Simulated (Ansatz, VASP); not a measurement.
One calculation of Si, two programs

```
Si
1.0
     3.52481    0.00000    0.00000
    -1.76241    3.05258    0.00000
     0.00000    0.00000    6.33262
Si
4
Direct
  0.33333 0.66667 0.06301
  0.66667 0.33333 0.56301
  0.33333 0.66667 0.43699
  0.66667 0.33333 0.93699
```

Change from the starting cell: strain -0.080 along x and y, +0.000 along z, atoms carried along.

Alike in both runs: task single point; functional r2SCAN; k mesh 12 × 12 × 6; occupations gaussian, width 0.05 eV; no spin polarisation.

|  | VASP | Ansatz |
| --- | --- | --- |
| version | VASP 6.6.1 | Ansatz 0.2.0 |
| potentials or method | VASP PAW PBE potentials, release 64 (Si), cutoff 520 eV | scalar-relativistic, plane waves, PAW |
| valence electrons in the cell | 16 | 16 |

|  | VASP | Ansatz | Ansatz less VASP |
| --- | --- | --- | --- |
| gap on the k mesh at the Fermi level (eV) | 0.22 | 0.20 | -0.011 |
| least direct gap on the mesh (eV) | 1.05 | 1.03 | -0.019 |
| pressure (GPa) | 23.8 | 24.1 | +0.29 |
| traceless stress, the component that is largest in VASP (GPa) | -17.75 | -17.65 | +0.105 |
| rms of the force components (eV/Å) | 0.870 | 0.879 | +0.0089 |

VASP's potentials were made for PBE, not for r2SCAN. Atom by atom the forces differ by 0.009 eV/Å (rms over components).
